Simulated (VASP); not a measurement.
Set up this calculation in VASP 6.6.1, as the native input.

```yaml
Task: single point
Functional: PBE
Potentials_or_basis: VASP PAW PBE potentials, release 64 (Nb_sv, Cd, Rh_pv)
Cutoff: 520 eV
k_mesh: 8 × 8 × 8
Occupations: gaussian, width 0.1 eV
Spin: no spin polarisation
Dipole_correction: no
Further_INCAR_settings: ALGO = Fast; EDIFF = 1e-07; NBANDS = 40
```

The structure of NbCd3Rh lies in POSCAR:

```
NbCd3Rh
1.0
    4.9715148057      0.0000000000      0.0000000000
    0.0000000000      4.9715148057      0.0000000000
    0.0000000000      0.0000000000      4.9715148057
Nb Cd Rh
1 3 1
Direct
    0.0000000000      0.0000000000      0.0000000000
    0.0000000000      0.5000000000      0.5000000000
    0.5000000000      0.0000000000      0.5000000000
    0.5000000000      0.5000000000      0.0000000000
    0.5000000000      0.5000000000      0.5000000000
```

The input as run:

INCAR

```
PREC = Accurate
ENCUT = 520
EDIFF = 1E-7
ISMEAR = 0
SIGMA = 0.1
LREAL = F
LASPH = T
NELM = 80
ALGO = Fast
ISIF = 2
LWAVE = F
LCHARG = F
GGA = PE
NBANDS = 40
```

KPOINTS

```
regular mesh
0
Gamma
  8 8 8
```

Potentials or basis: VASP PAW PBE potentials, release 64 (Nb_sv, Cd, Rh_pv).

The run is started by

```bash
$ cat potpaw_PBE.64/Nb_sv/POTCAR potpaw_PBE.64/Cd/POTCAR potpaw_PBE.64/Rh_pv/POTCAR > POTCAR
$ mpirun -np 1 vasp_std > vasp.out
```

Results of the run:

```
Pressure               : 0.6 GPa
Band gap on the k mesh : zero (bands 32 and 33 overlap by 0.60 eV)
```

It took 8.7 min on 1 thread of Oxide Virtual Turin-like Processor, with other jobs on the host, peak memory 0.31 GiB.
